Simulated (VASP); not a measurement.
# CuO (P6_3/mmc) in VASP: single point with PBE+U

Aim: the single point of CuO with PBE+U.

All numbers are computed with VASP 6.6.1; they aren't measurements. Logs are shortened: lines on timing, memory, paths and dates and some standing lists are left out, and cuts for length are marked.

### Step 1. The cell of the first run

It takes space group P6_3/mmc (No. 194, hexagonal). Conventional cell: a = 3.180 Å, b = 3.180 Å, c = 4.431 Å, α = 90.00°, β = 90.00°, γ = 120.00°. Cu (site symmetry -3m) has 6 O at 2.14 Å and 2 Cu at 2.22 Å within 2.8 Å. Within 2.9 Å of O (site symmetry -6m2) lie 6 Cu at 2.14 Å and 6 O at 2.88 Å.

### Step 2. Single point, PBE+U, collinear spin, zero start

Contents of INCAR:

```
SYSTEM = CuO
PREC = Accurate ; ENCUT = 820
EDIFF = 1E-6 ; ISMEAR = 0
SIGMA = 0.05 ; LREAL = .FALSE.
LASPH = .TRUE. ; NELM = 200
ALGO = Normal ; ISIF = 2
LWAVE = .FALSE. ; LCHARG = .FALSE.
ISPIN = 2 ; MAGMOM = 0 0 0 0
LORBIT = 11 ; LMAXMIX = 4
LDAU = .TRUE. ; LDAUTYPE = 2
LDAUL = 2 -1 ; LDAUU = 2 0
LDAUJ = 0 0 ; LDAUPRINT = 1
GGA = PE ; NBANDS = 37
GGA_COMPAT = .FALSE.
```

Contents of KPOINTS:

```
regular mesh
0
G
  7 7 4
  0 0 0
```

Contents of POSCAR:

```
CuO
1.0
    3.1795331000      0.0000000000      0.0000000000
   -1.5897665500      2.7535564400      0.0000000000
    0.0000000000      0.0000000000      4.4314907300
Cu O
2 2
Direct
    0.0000000000      0.0000000000      0.0000000000
    0.0000000000      0.0000000000      0.5000000000
    0.3333333333      0.6666666667      0.2500000000
    0.6666666667      0.3333333333      0.7500000000
```

Potentials or basis: VASP PAW PBE potentials, release 64 (Cu_sv_GW, O).

On the command line:

```bash
> cat potpaw_PBE.64/Cu_sv_GW/POTCAR potpaw_PBE.64/O/POTCAR > POTCAR
> mpirun -np 1 vasp_std > vasp.out
```

OUTCAR:

```text
SYSTEM = CuO
   PREC = Accurate
   ENCUT = 820
   EDIFF = 1E-6
   ISMEAR = 0
   LREAL = .FALSE.
   LASPH = .TRUE.
   NELM = 200
   ISIF = 2
   ISPIN = 2
   LORBIT = 11
   GGA = PE

 ion  position               nearest neighbor table
   1  0.000  0.000  0.000-   3 2.14   4 2.14   4 2.14   3 2.14   4 2.14   3 2.14   2 2.22   2 2.22

   2  0.000  0.000  0.500-   3 2.14   4 2.14   4 2.14   3 2.14   4 2.14   3 2.14   1 2.22   1 2.22

   3  0.333  0.667  0.250-   1 2.14   2 2.14   1 2.14   2 2.14   1 2.14   2 2.14
   4  0.667  0.333  0.750-   1 2.14   2 2.14   1 2.14   2 2.14   1 2.14   2 2.14

  LATTYP: Found a hexagonal cell.
 ALAT       =     3.1795331000
 C/A-ratio  =     1.3937551806

  Lattice vectors:

 A1 = (   3.1795331000,   0.0000000000,   0.0000000000)
 A2 = (  -1.5897665500,   2.7535564400,   0.0000000000)
 A3 = (   0.0000000000,   0.0000000000,   4.4314907300)

Analysis of symmetry for initial positions (statically):
=====================================================================
 Subroutine PRICEL returns:
 Original cell was already a primitive cell.

 Routine SETGRP: Setting up the symmetry group for a
 hexagonal supercell.

 Subroutine GETGRP returns: Found 24 space group operations
 (whereof 12 operations were pure point group operations)
 out of a pool of 24 trial point group operations.

The static configuration has the point symmetry D_3d.
 The point group associated with its full space group is D_6h.

Analysis of symmetry for dynamics (positions and initial velocities):
=====================================================================
 Subroutine PRICEL returns:
 Original cell was already a primitive cell.

 Routine SETGRP: Setting up the symmetry group for a
 hexagonal supercell.

 Subroutine GETGRP returns: Found 24 space group operations
 (whereof 12 operations were pure point group operations)
 out of a pool of 24 trial point group operations.

The dynamic configuration has the point symmetry D_3d.
 The point group associated with its full space group is D_6h.

Analysis of structural, dynamic, and magnetic symmetry:
=====================================================================
 Subroutine PRICEL returns:
 Original cell was already a primitive cell.

 Routine SETGRP: Setting up the symmetry group for a
 hexagonal supercell.

 Subroutine GETGRP returns: Found 24 space group operations
 (whereof 12 operations were pure point group operations)
 out of a pool of 24 trial point group operations.

The overall configuration has the point symmetry D_3d.
 The point group associated with its full space group is D_6h.

 Subroutine INISYM returns: Found 24 space group operations
 (whereof 12 operations are pure point group operations),
 and found     1 'primitive' translations

----------------------------------------------------------------------------------------

                                     Primitive cell

  volume of cell :      38.7978

  direct lattice vectors                    reciprocal lattice vectors
     3.179533100  0.000000000  0.000000000     0.314511587  0.181583349  0.000000000
    -1.589766550  2.753556440  0.000000000     0.000000000  0.363166698  0.000000000
     0.000000000  0.000000000  4.431490730     0.000000000  0.000000000  0.225657699

  length of vectors
     3.179533100  3.179533103  4.431490730     0.363166698  0.363166698  0.225657699

  position of ions in fractional coordinates (direct lattice)
     0.000000000  0.000000000  0.000000000
     0.000000000  0.000000000  0.500000000
     0.333333333  0.666666667  0.250000000
     0.666666667  0.333333333  0.750000000

  ion indices of the primitive-cell ions
   primitive index   ion index
                 1           1
                 2           2
                 3           3
                 4           4

----------------------------------------------------------------------------------------

 KPOINTS: regular mesh

Automatic generation of k-mesh.
 Grid dimensions read from file:
[... 97 lines left out ...]
   LEPSILON=     F    determine dielectric tensor
   LRPA    =     F    only Hartree local field effects (RPA)
 spin polarized calculation
 Gauss-broadening in eV      SIGMA  =   0.05
  energy-cutoff  :      820.00
  volume of cell :       38.80
 maximum number of plane-waves:      2091
 NGX is ok and might be reduce to    30
   NGX = 15   NGY = 15   NGZ = 21

 number of electron      49.9999999 magnetization      -0.0024103

atom =   1  type =  1  l = 2

 onsite density matrix

spin component  1

  0.8946  0.0000  0.0000  0.0457  0.0000
  0.0000  0.8887  0.0000 -0.0000  0.0457
  0.0000  0.0000  0.9178  0.0000  0.0000
  0.0457 -0.0000  0.0000  0.8887 -0.0000
  0.0000  0.0457  0.0000 -0.0000  0.8946

spin component  2

  0.8946  0.0000  0.0000  0.0457  0.0000
  0.0000  0.8887  0.0000 -0.0000  0.0457
  0.0000  0.0000  0.9178  0.0000  0.0000
  0.0457 -0.0000  0.0000  0.8887 -0.0000
  0.0000  0.0457  0.0000 -0.0000  0.8946

 occupancies and eigenvectors

  o =  0.8458  v =  0.0000  0.0000  0.0000  0.0000  0.0000 -0.6840  0.0000  0.0000  0.7295  0.0000      0.0000  0.0000  0.0000  0.0000  0.0000  0.0000  0.0000  0.0000  0.0000  0.0000
  o =  0.8458  v =  0.0000  0.0000  0.0000  0.0000  0.0000  0.0000  0.7295  0.0000  0.0000 -0.6840      0.0000  0.0000  0.0000  0.0000  0.0000  0.0000  0.0000  0.0000  0.0000  0.0000
  o =  0.8459  v =  0.6840  0.0000  0.0000 -0.7295 -0.0000  0.0000  0.0000  0.0000  0.0000  0.0000      0.0000  0.0000  0.0000  0.0000  0.0000  0.0000  0.0000  0.0000  0.0000  0.0000
  o =  0.8459  v =  0.0000 -0.7295 -0.0000 -0.0000  0.6840  0.0000  0.0000  0.0000  0.0000  0.0000      0.0000  0.0000  0.0000  0.0000  0.0000  0.0000  0.0000  0.0000  0.0000  0.0000
  o =  0.9178  v =  0.0000  0.0000  0.0000  0.0000  0.0000  0.0000 -0.0000  1.0000 -0.0000 -0.0000      0.0000  0.0000  0.0000  0.0000  0.0000  0.0000  0.0000  0.0000  0.0000  0.0000
  o =  0.9178  v = -0.0000 -0.0000  1.0000 -0.0000 -0.0000  0.0000  0.0000  0.0000  0.0000  0.0000      0.0000  0.0000  0.0000  0.0000  0.0000  0.0000  0.0000  0.0000  0.0000  0.0000
  o =  0.9375  v =  0.0000  0.0000  0.0000  0.0000  0.0000 -0.7295  0.0000 -0.0000 -0.6840 -0.0000      0.0000  0.0000  0.0000  0.0000  0.0000  0.0000  0.0000  0.0000  0.0000  0.0000
  o =  0.9375  v =  0.0000  0.0000  0.0000  0.0000  0.0000  0.0000  0.6840  0.0000 -0.0000  0.7295      0.0000  0.0000  0.0000  0.0000  0.0000  0.0000  0.0000  0.0000  0.0000  0.0000
  o =  0.9375  v =  0.7295 -0.0000 -0.0000  0.6840 -0.0000  0.0000  0.0000  0.0000  0.0000  0.0000      0.0000  0.0000  0.0000  0.0000  0.0000  0.0000  0.0000  0.0000  0.0000  0.0000
  o =  0.9375  v =  0.0000  0.6840  0.0000  0.0000  0.7295  0.0000  0.0000  0.0000  0.0000  0.0000      0.0000  0.0000  0.0000  0.0000  0.0000  0.0000  0.0000  0.0000  0.0000  0.0000

atom =   2  type =  1  l = 2

 onsite density matrix

spin component  1

  0.8946 -0.0000  0.0000 -0.0457  0.0000
 -0.0000  0.8887 -0.0000 -0.0000 -0.0457
  0.0000 -0.0000  0.9178 -0.0000  0.0000
 -0.0457 -0.0000 -0.0000  0.8887  0.0000
  0.0000 -0.0457  0.0000  0.0000  0.8946

spin component  2

  0.8946 -0.0000  0.0000 -0.0457  0.0000
 -0.0000  0.8887 -0.0000 -0.0000 -0.0457
  0.0000 -0.0000  0.9178 -0.0000  0.0000
 -0.0457 -0.0000 -0.0000  0.8887  0.0000
  0.0000 -0.0457  0.0000  0.0000  0.8946

 occupancies and eigenvectors

  o =  0.8458  v =  0.0000  0.0000  0.0000  0.0000  0.0000  0.6840  0.0000 -0.0000  0.7295 -0.0000      0.0000  0.0000  0.0000  0.0000  0.0000  0.0000  0.0000  0.0000  0.0000  0.0000
  o =  0.8458  v =  0.0000  0.0000  0.0000  0.0000  0.0000  0.0000 -0.7295  0.0000 -0.0000 -0.6840      0.0000  0.0000  0.0000  0.0000  0.0000  0.0000  0.0000  0.0000  0.0000  0.0000
  o =  0.8459  v =  0.6840  0.0000 -0.0000  0.7295 -0.0000  0.0000  0.0000  0.0000  0.0000  0.0000      0.0000  0.0000  0.0000  0.0000  0.0000  0.0000  0.0000  0.0000  0.0000  0.0000
  o =  0.8459  v =  0.0000 -0.7295  0.0000 -0.0000 -0.6840  0.0000  0.0000  0.0000  0.0000  0.0000      0.0000  0.0000  0.0000  0.0000  0.0000  0.0000  0.0000  0.0000  0.0000  0.0000
  o =  0.9178  v =  0.0000  0.0000  0.0000  0.0000  0.0000  0.0000 -0.0000 -1.0000 -0.0000  0.0000      0.0000  0.0000  0.0000  0.0000  0.0000  0.0000  0.0000  0.0000  0.0000  0.0000
  o =  0.9178  v =  0.0000 -0.0000 -1.0000 -0.0000  0.0000  0.0000  0.0000  0.0000  0.0000  0.0000      0.0000  0.0000  0.0000  0.0000  0.0000  0.0000  0.0000  0.0000  0.0000  0.0000
  o =  0.9375  v =  0.0000  0.0000  0.0000  0.0000  0.0000 -0.7295  0.0000 -0.0000  0.6840 -0.0000      0.0000  0.0000  0.0000  0.0000  0.0000  0.0000  0.0000  0.0000  0.0000  0.0000
  o =  0.9375  v =  0.0000  0.0000  0.0000  0.0000  0.0000  0.0000 -0.6840  0.0000  0.0000  0.7295      0.0000  0.0000  0.0000  0.0000  0.0000  0.0000  0.0000  0.0000  0.0000  0.0000
  o =  0.9375  v = -0.7295  0.0000 -0.0000  0.6840 -0.0000  0.0000  0.0000  0.0000  0.0000  0.0000      0.0000  0.0000  0.0000  0.0000  0.0000  0.0000  0.0000  0.0000  0.0000  0.0000
  o =  0.9375  v =  0.0000 -0.6840  0.0000  0.0000  0.7295  0.0000  0.0000  0.0000  0.0000  0.0000      0.0000  0.0000  0.0000  0.0000  0.0000  0.0000  0.0000  0.0000  0.0000  0.0000

 number of electron      49.9999999 magnetization       0.0001685

 Free energy of the ion-electron system (eV)
  ---------------------------------------------------
  ext. energy  EPLUGINS =         0.00000000
  ---------------------------------------------------
  free energy    TOTEN  =       -16.38579547 eV

  energy without entropy =      -16.37834472  energy(sigma->0) =      -16.38207009

 E-fermi :   5.5234     XC(G=0): -12.5728

 val. band max:        5.5128908962   @ k =   0.2857   0.1429   0.5000
 cond. band min:       5.5309271462   @ k =   0.2857   0.1429   0.0000
 fundamental gap:      0.0180362500
 Fermi energy:         5.5233810802

 spin component 1

 k-point     1 :       0.0000    0.0000    0.0000
  band No.  band energies     occupation
      1    -106.1475      1.00000
      2    -106.1150      1.00000
      3     -63.7508      1.00000
      4     -63.5064      1.00000
      5     -63.5064      1.00000
      6     -63.4799      1.00000
[... 949 lines left out ...]
     36      25.4238      0.00000
     37      27.9854      0.00000
 Fermi energy:         5.5233810802

 spin component 2

 k-point     1 :       0.0000    0.0000    0.0000
  band No.  band energies     occupation
      1    -106.1474      1.00000
      2    -106.1149      1.00000
      3     -63.7508      1.00000
      4     -63.5064      1.00000
      5     -63.5064      1.00000
      6     -63.4798      1.00000
[... 949 lines left out ...]
     36      25.4238      0.00000
     37      27.9855      0.00000

------------------------ aborting loop because EDIFF is reached ----------------------------------------

  FORCE on cell =-STRESS in cart. coord.  units (eV):
  Direction    XX          YY          ZZ          XY          YZ          ZX
  --------------------------------------------------------------------------------------
  -------------------------------------------------------------------------------------
  Total       -2.6365059     -2.6365059      8.6912639      0.0000000      0.0000000     -0.0000000
  in kB     -108.8759998   -108.8760001    358.9106484      0.0000000      0.0000000     -0.0000000
  external PRESSURE =      47.0528828 kB  Pullay stress =       0.0000000 kB

 VOLUME and BASIS-vectors are now :
 -----------------------------------------------------------------------------
  energy-cutoff  :      820.00
  volume of cell :       38.80
      direct lattice vectors                 reciprocal lattice vectors
     3.179533100  0.000000000  0.000000000     0.314511587  0.181583349  0.000000000
    -1.589766550  2.753556440  0.000000000     0.000000000  0.363166698  0.000000000
     0.000000000  0.000000000  4.431490730     0.000000000  0.000000000  0.225657699

 POSITION                                       TOTAL-FORCE (eV/Angst)
 -----------------------------------------------------------------------------------
      0.00000      0.00000      0.00000        -0.000000     -0.000000      0.000000
      0.00000      0.00000      2.21575        -0.000000     -0.000000      0.000000
     -0.00000      1.83570      1.10787        -0.000000      0.000000      0.000000
      1.58977      0.91785      3.32362         0.000000     -0.000000     -0.000000
 -----------------------------------------------------------------------------------
    total drift:                               -0.000000      0.000000      0.000000

  FREE ENERGIE OF THE ION-ELECTRON SYSTEM (eV)
  ---------------------------------------------------
  free  energy   TOTEN  =       -16.3857954654 eV

  energy  without entropy=      -16.3783447176  energy(sigma->0) =      -16.38207009

 total charge

# of ion       s       p       d       f       tot
--------------------------------------------------
    1        2.213   6.344   8.943   0.010  17.510
    2        2.213   6.344   8.943   0.010  17.510
    3        1.579   3.310   0.000   0.000   4.889
    4        1.579   3.310   0.000   0.000   4.889
--------------------------------------------------
tot          7.585  19.306  17.886   0.020  44.797

 magnetization (x)

# of ion       s       p       d       f       tot
--------------------------------------------------
    1       -0.000   0.000   0.000   0.000   0.000
    2       -0.000   0.000   0.000   0.000   0.000
    3        0.000   0.000   0.000   0.000   0.000
    4        0.000   0.000   0.000   0.000   0.000
--------------------------------------------------
tot          0.000   0.000   0.000   0.000   0.000
```

It took 2.5 min on 1 thread of AMD EPYC 7R13 (Zen 3), shared host; peak memory 0.26 GiB.

What came out:

```
Free energy                                           : -16.3858 eV
Pressure                                              : 4.7 GPa
Band gap on the k mesh                                : zero (filled and empty bands overlap)
Net moment                                            : 0.00 μB per cell
Valence electrons inside the program's atomic spheres : Cu 17.51; O 4.89
```

Levels at points of the mesh, in eV from the Fermi level:
Spin up:
```csv
k point,band 23,band 24,band 25,band 26,band 27,band 28
"(0.00, 0.00, 0.00)",-1.49,-0.30,0.60,0.60,1.60,5.29
"(0.00, 0.00, 0.50)",-0.14,-0.14,-0.14,-0.14,4.34,4.34
```
Spin down:
```tsv
k point	band 23	band 24	band 25	band 26	band 27	band 28
(0.00, 0.00, 0.00)	-1.49	-0.30	0.60	0.60	1.60	5.29
(0.00, 0.00, 0.50)	-0.14	-0.14	-0.14	-0.14	4.34	4.34
```

Eigenvalues of the final occupation matrices:
```
    site  spin  trace               eigenvalues
site 1 d     1   4.48  0.85 0.85 0.92 0.94 0.94
site 1 d     2   4.48  0.85 0.85 0.92 0.94 0.94
site 2 d     1   4.48  0.85 0.85 0.92 0.94 0.94
site 2 d     2   4.48  0.85 0.85 0.92 0.94 0.94
```

Caveat: the stress differs along the axes, from -11 to 36 GPa.
